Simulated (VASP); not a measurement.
# Zr3Cd2 (Pmmm) in VASP: single point with PBEsol

Aim: the single point of Zr3Cd2 with PBEsol.

All numbers are computed with VASP 6.6.1; they aren't measurements. Logs are shortened: lines on timing, memory, paths and dates and some standing lists are left out, and cuts for length are marked.

### 1 The cell of the first run

Symmetry: Pmmm, No. 47, orthorhombic system. Conventional cell: a = 5.300 Å, b = 6.520 Å, c = 7.860 Å, α = 90.00°, β = 90.00°, γ = 90.00°. Zr (site symmetry mmm) has 2 Cd at 2.65 Å within 3.5 Å. Within 3.5 Å of Zr (site symmetry mmm) lie 2 Zr at 2.65 Å. Within 3.5 Å of Zr (site symmetry mmm) lie 2 Zr at 2.65 Å. Cd (site symmetry mmm) has 2 Cd at 3.26 Å and 4 Zr at 4.20 Å within 4.3 Å. Within 3.5 Å of Cd (site symmetry mmm) lie 2 Zr at 2.65 Å and 2 Cd at 3.26 Å.

### 2 Single point, PBEsol

INCAR reads:

```
SYSTEM = Zr3Cd2
  ALGO = Fast
  EDIFF = 1E-7
  ENCUT = 520
  GGA = PS
  ISIF = 2
  ISMEAR = 0
  LASPH = .TRUE.
  LCHARG = .FALSE.
  LREAL = .FALSE.
  LWAVE = .FALSE.
  NBANDS = 38
  NELM = 100
  PREC = Accurate
  SIGMA = 0.1
```

KPOINTS reads:

```
k-points
0
G
  4 4 2
  0 0 0
```

POSCAR reads:

```
Zr3Cd2
1.0
    5.3000000000      0.0000000000      0.0000000000
    0.0000000000      6.5200000000      0.0000000000
    0.0000000000      0.0000000000      7.8600000000
Zr Cd
3 2
Direct
    0.0000000000      0.0000000000      0.5000000000
    0.5000000000      0.0000000000      0.0000000000
    0.0000000000      0.0000000000      0.0000000000
    0.5000000000      0.5000000000      0.5000000000
    0.5000000000      0.0000000000      0.5000000000
```

Potentials or basis: VASP PAW PBE potentials, release 64 (Zr_sv, Cd).

The run is started by

```sh
$ cat potpaw_PBE.64/Zr_sv/POTCAR potpaw_PBE.64/Cd/POTCAR > POTCAR
$ mpirun -np 1 vasp_std > vasp.out
```

OUTCAR:

```text
SYSTEM = Zr3Cd2
   EDIFF = 1E-7
   ENCUT = 520
   GGA = PS
   ISIF = 2
   ISMEAR = 0
   LASPH = .TRUE.
   LREAL = .FALSE.
   NELM = 100
   PREC = Accurate

 ion  position               nearest neighbor table
   1  0.000  0.000  0.500-   5 2.65   5 2.65
   2  0.500  0.000  0.000-   3 2.65   3 2.65
   3  0.000  0.000  0.000-   2 2.65   2 2.65
   4  0.500  0.500  0.500-   5 3.26   5 3.26
   5  0.500  0.000  0.500-   1 2.65   1 2.65   4 3.26   4 3.26

  LATTYP: Found a simple orthorhombic cell.
 ALAT       =     5.3000000000
 B/A-ratio  =     1.2301886792
 C/A-ratio  =     1.4830188679

  Lattice vectors:

 A1 = (   5.3000000000,   0.0000000000,   0.0000000000)
 A2 = (   0.0000000000,   6.5200000000,   0.0000000000)
 A3 = (   0.0000000000,   0.0000000000,   7.8600000000)

Analysis of symmetry for initial positions (statically):
=====================================================================
 Subroutine PRICEL returns:
 Original cell was already a primitive cell.

 Routine SETGRP: Setting up the symmetry group for a
 simple orthorhombic supercell.

 Subroutine GETGRP returns: Found  8 space group operations
 (whereof  8 operations were pure point group operations)
 out of a pool of  8 trial point group operations.

The static configuration has the point symmetry D_2h.

Analysis of symmetry for dynamics (positions and initial velocities):
=====================================================================
 Subroutine PRICEL returns:
 Original cell was already a primitive cell.

 Routine SETGRP: Setting up the symmetry group for a
 simple orthorhombic supercell.

 Subroutine GETGRP returns: Found  8 space group operations
 (whereof  8 operations were pure point group operations)
 out of a pool of  8 trial point group operations.

The dynamic configuration has the point symmetry D_2h.

 Subroutine INISYM returns: Found  8 space group operations
 (whereof  8 operations are pure point group operations),
 and found     1 'primitive' translations

----------------------------------------------------------------------------------------

                                     Primitive cell

  volume of cell :     271.6102

[... 85 lines left out ...]
   ENCUT  =  520.0 eV  38.22 Ry    6.18 a.u.   9.85 12.12 14.61*2*pi/ulx,y,z
   NELM   =    100;   NELMIN=  2; NELMDL= -5     # of ELM steps
   EDIFF  = 0.1E-06   stopping-criterion for ELM
   LREAL  =      F    real-space projection
   EDIFFG = 0.1E-05   stopping-criterion for IOM
   NSW    =      0    number of steps for IOM
   IBRION =     -1    ionic relax: 0-MD 1-quasi-New 2-CG
   NFREE  =      0    steps in history (QN), initial steepest desc. (CG)
   ISIF   =      2    stress and relaxation
   ISYM   =      2    0-nonsym 1-usesym 2-fastsym
   POTIM  = 0.5000    time-step for ionic-motion
   TEBEG  =    0.0;   TEEND  =   0.0 temperature during run
   PSTRESS=    0.0 pullay stress
   NELECT =      60.0000    total number of electrons
   NUPDOWN=      -1.0000    fix difference up-down
   EMIN   =  10.00;   EMAX   =-10.00  energy-range for DOS
   EFERMI =   0.00;   METHOD = LEGACY
   ISMEAR =     0;   SIGMA  =   0.10  broadening in eV -4-tet -1-fermi 0-gaus
   EFERMI_NEDOS =   21; number of points for ismear=-14 and -15
   IALGO  =     68    algorithm
   IMIX   =      4    mixing-type and parameters
     AMIX     =   0.40;   BMIX     =  1.00
     AMIX_MAG =   1.60;   BMIX_MAG =  1.00
  volume/ion in A,a.u.               =      54.32       366.58
  Fermi-wavevector in a.u.,A,eV,Ry     =   0.989638  1.870146 13.325333  0.979384
  Thomas-Fermi vector in A             =   2.121252
   LORBIT       =      0    0 simple, 1 ext, 2 COOP (PROOUT), +10 PAW based schemes
   GGA     = PS    functional components
   LHFCALC =     F    Hartree Fock is set to
   AEXX    =    0.0000 exact exchange contribution
   IVDW    =     0    specifies the selected vdW correction
   LEPSILON=     F    determine dielectric tensor
   LRPA    =     F    only Hartree local field effects (RPA)
 non-spin polarized calculation
 RMM-DIIS sequential band-by-band and
 Gauss-broadening in eV      SIGMA  =   0.10
  energy-cutoff  :      520.00
  volume of cell :      271.61
 maximum number of plane-waves:      7344
 NGX is ok and might be reduce to    40
   NGX = 19   NGY = 25   NGZ = 29

 number of electron      60.0000000 magnetization

 Free energy of the ion-electron system (eV)
  ---------------------------------------------------
  ext. energy  EPLUGINS =         0.00000000
  ---------------------------------------------------
  free energy    TOTEN  =       -18.04958140 eV

  energy without entropy =      -17.97095795  energy(sigma->0) =      -18.01026967

 E-fermi :   0.6190     XC(G=0):  -7.0761

 val. band max:        0.5838924561   @ k =   0.2500   0.2500   0.0000
 cond. band min:       0.6279230368   @ k =   0.2500   0.5000   0.5000
 fundamental gap:      0.0440305807
 Fermi energy:         0.6190130497

 k-point     1 :       0.0000    0.0000    0.0000
  band No.  band energies     occupation
      1     -49.4111      2.00000
      2     -48.7694      2.00000
      3     -48.4177      2.00000
      4     -27.6316      2.00000
      5     -27.5767      2.00000
      6     -27.3238      2.00000
[... 727 lines left out ...]
     37       1.9145      0.00000
     38       2.1002      0.00000

------------------------ aborting loop because EDIFF is reached ----------------------------------------

  FORCE on cell =-STRESS in cart. coord.  units (eV):
  Direction    XX          YY          ZZ          XY          YZ          ZX
  --------------------------------------------------------------------------------------
  -------------------------------------------------------------------------------------
  Total       -0.4423698     -6.5421673    -13.6126335      0.0000000      0.0000000      0.0000000
  in kB       -2.6094562    -38.5910166    -80.2983685      0.0000000      0.0000000      0.0000000
  external PRESSURE =     -40.4996138 kB  Pullay stress =       0.0000000 kB

 VOLUME and BASIS-vectors are now :
 -----------------------------------------------------------------------------
  energy-cutoff  :      520.00
  volume of cell :      271.61
      direct lattice vectors                 reciprocal lattice vectors
     5.300000000  0.000000000  0.000000000     0.188679245  0.000000000  0.000000000
     0.000000000  6.520000000  0.000000000     0.000000000  0.153374233  0.000000000
     0.000000000  0.000000000  7.860000000     0.000000000  0.000000000  0.127226463

 POSITION                                       TOTAL-FORCE (eV/Angst)
 -----------------------------------------------------------------------------------
      0.00000      0.00000      3.93000         0.000000      0.000000      0.000000
      2.65000      0.00000      0.00000         0.000000      0.000000      0.000000
      0.00000      0.00000      0.00000         0.000000      0.000000      0.000000
      2.65000      3.26000      3.93000         0.000000      0.000000      0.000000
      2.65000      0.00000      3.93000         0.000000      0.000000      0.000000
 -----------------------------------------------------------------------------------
    total drift:                               -0.000000      0.000000     -0.000000

  FREE ENERGIE OF THE ION-ELECTRON SYSTEM (eV)
  ---------------------------------------------------
  free  energy   TOTEN  =       -18.0495813982 eV

  energy  without entropy=      -17.9709579498  energy(sigma->0) =      -18.01026967
```

stdout:

```text
POSCAR found type information on POSCAR ZrCd
[... 29 lines left out ...]
 num prob  num prob  num prob  num prob  num prob  num prob  num prob  num prob  num prob  num prob  num prob  num prob  num prob  num prob  num prob  num prob  num prob  num prob  num prob  num prob  num prob  num prob  num prob  num prob  num prob  num prob  num prob  num prob  num prob  num prob  num prob  num prob  num prob  num prob  num prob  num prob  num prob  num prob WARNING in EDDRMM: call to ZHEGV failed, returncode =   8  4     18
 num prob  num prob  num prob  num prob  num prob  num prob  num prob  num prob  num prob  num prob  num prob  num prob  num prob  num prob  num prob  num prob  num prob  num prob  num prob  num prob  num prob  num prob  num prob  num prob  num prob  num prob
```

Run time: 11 min. Hardware: 1 thread of Intel Xeon Platinum 8259CL at 2.50GHz (Skylake/Cascade Lake), shared host; peak memory 0.43 GiB.

Results:

```yaml
Free_energy: -18.0496 eV
Pressure: -4.0 GPa
Band_gap_on_the_k_mesh: zero (band 30 reaches 0.79 eV, above the bottom of band 31 at 0.41 eV)
```

Caveat: the k points lie up to 0.40 Å⁻¹ apart; the PAW data sets were made with another functional, which shifts forces and pressure a little.
